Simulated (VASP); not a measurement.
Set up this calculation in VASP 6.6.1, as the native input.

- Task: relaxation of cell and atoms
- Functional: PBE
- Potentials or basis: VASP PAW PBE potentials, release 64 (In_d)
- Cutoff: 600 eV
- k mesh: 9 × 9 × 12
- Occupations: gaussian, width 0.1 eV
- Spin: no spin polarisation
- Dipole correction: no
- Further INCAR settings: ALGO = Fast; EDIFF = 1e-06; IBRION = 2; EDIFFG = -0.01; NSW = 100; ISIF = 3

The structure of In lies in POSCAR:

```
In
1.0
    5.5750530085      0.0000000000      0.0000000000
   -2.7875265043      4.8281375328      0.0000000000
    0.0000000000      0.0000000000      3.4177498878
In
3
Direct
    0.0000000000      0.0000000000      0.0000000000
    0.3333333333      0.6666666667      0.5000000000
    0.6666666667      0.3333333333      0.5000000000
```

This isn't the form of In at room conditions, which is tetragonal.

The input as run:

INCAR

```
SYSTEM = In
PREC = Accurate
ENCUT = 600
EDIFF = 1E-6
ISMEAR = 0
SIGMA = 0.1
LREAL = .FALSE.
LASPH = .TRUE.
NELM = 60
ALGO = Fast
ISIF = 3
LWAVE = .FALSE.
LCHARG = .FALSE.
GGA = PE
IBRION = 2
NSW = 100
EDIFFG = -0.01
```

KPOINTS

```
regular mesh
0
G
  9 9 12
  0 0 0
```

Potentials or basis: VASP PAW PBE potentials, release 64 (In_d).

Launch:

```sh
$ cat potpaw_PBE.64/In_d/POTCAR > POTCAR
$ mpirun -np 1 vasp_std > vasp.out
```

Results of the run:

```
Relaxed volume                        : 28.00 Å³/atom
Relaxed cell                          : a = 5.501 Å, b = 5.501 Å, c = 3.205 Å, α = 90.00°, β = 90.00°, γ = 120.00°
Space group after relaxing (to 0.1 Å) : P6/mmm (No. 191)
Energy gained by relaxing             : 26.5 meV/atom
Ionic steps                           : 12
Pressure after relaxing               : 0.0 GPa
Band gap on the k mesh                : zero (an odd number of electrons rules out a gap without spin polarisation)
```

Caveat: spin-orbit coupling is left out, which moves the levels of the heavy elements.

Run time: 43 min on 1 thread of Intel Xeon 8259CL, with other jobs on the host, peak memory 0.38 GiB.
